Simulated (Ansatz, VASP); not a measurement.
# AlZn3: VASP beside Ansatz

```
CELL_PARAMETERS angstrom
5.12363 0.00000 0.00000
0.00000 5.12363 0.00000
0.00000 0.00000 4.88759
ATOMIC_POSITIONS crystal
Al 0.00000 0.50000 0.00000
Al 0.50000 0.00000 0.50000
Zn 0.25102 0.50000 0.50000
Zn 0.50000 0.25102 0.00000
Zn 0.74898 0.50000 0.50000
Zn 0.50000 0.74898 0.00000
Zn 0.00000 0.00000 0.75000
Zn 0.00000 0.00000 0.25000
```

Change from the starting cell: the structure that the rattled cell fell into.

Alike in both runs: functional PBE; k mesh 8 × 8 × 8; occupations gaussian, width 0.1 eV; no spin polarisation.

Ansatz relaxed the structure, and its values are those at the end. VASP's run is a single point on that final structure, the one shown.

|  | VASP | Ansatz |
| --- | --- | --- |
| version | VASP 6.6.1 | Ansatz 0.2.0 |
| potentials or method | VASP PAW PBE potentials, release 64 (Al, Zn), cutoff 520 eV | scalar-relativistic, plane waves, PAW |
| valence electrons in the cell | 78 | 78 |

Ansatz gave:

- gap on the k mesh at the Fermi level (eV): none
- pressure (GPa): 0.0

Which values does VASP return?

gap on the k mesh at the Fermi level (eV): none; pressure (GPa): 0.3.

A gap of «none» marks a metal or a gap that the smearing closes.
